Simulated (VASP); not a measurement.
A run of VASP 6.6.1:

The input INCAR:

```
SYSTEM = Ga2GeSe2
  PREC = Accurate
  ENCUT = 520
  EDIFF = 1E-7
  ISMEAR = 0
  SIGMA = 0.15
  LREAL = .FALSE.
  LASPH = .TRUE.
  NELM = 60
  ALGO = Normal
  ISIF = 2
  LWAVE = .FALSE.
  LCHARG = .FALSE.
  GGA = PE
  NBANDS = 63
```

The input KPOINTS:

```
regular mesh
0
G
  4 4 1
  0 0 0
```

Contents of POSCAR:

```
Ga2GeSe2
1.0
    3.9343358061      0.0000000000      0.0000000000
   -1.9671679031      3.4072347551      0.0000000000
    0.0000000000      0.0000000000     19.7576671322
Ga Ge Se
4 2 4
Direct
    0.6666666667      0.3333333333      0.6463614528
    0.3333333333      0.6666666667      0.3536385472
    0.0000000000      0.0000000000      0.0621518969
    0.0000000000      0.0000000000      0.9378481031
    0.3333333333      0.6666666667      0.4780591676
    0.6666666667      0.3333333333      0.5219408324
    0.0000000000      0.0000000000      0.2983899113
    0.0000000000      0.0000000000      0.7016100887
    0.6666666667      0.3333333333      0.8822959604
    0.3333333333      0.6666666667      0.1177040396
```

Potentials or basis: VASP PAW PBE potentials, release 64 (Ga_d, Ge_d, Se).

Command:

```sh
$ cat potpaw_PBE.64/Ga_d/POTCAR potpaw_PBE.64/Ge_d/POTCAR potpaw_PBE.64/Se/POTCAR > POTCAR
$ mpirun -np 1 vasp_std > vasp.out
```

Hardware: 1 thread of Intel(R) Xeon(R) 6975P-C (Granite Rapids), on a shared host.

Problem. Estimate the wall time of this run.

Solution. Run time: 68 s on 1 thread of Intel(R) Xeon(R) 6975P-C (Granite Rapids), on a shared host, peak memory 0.37 GiB. Counts: scf iterations 16, k points 4.
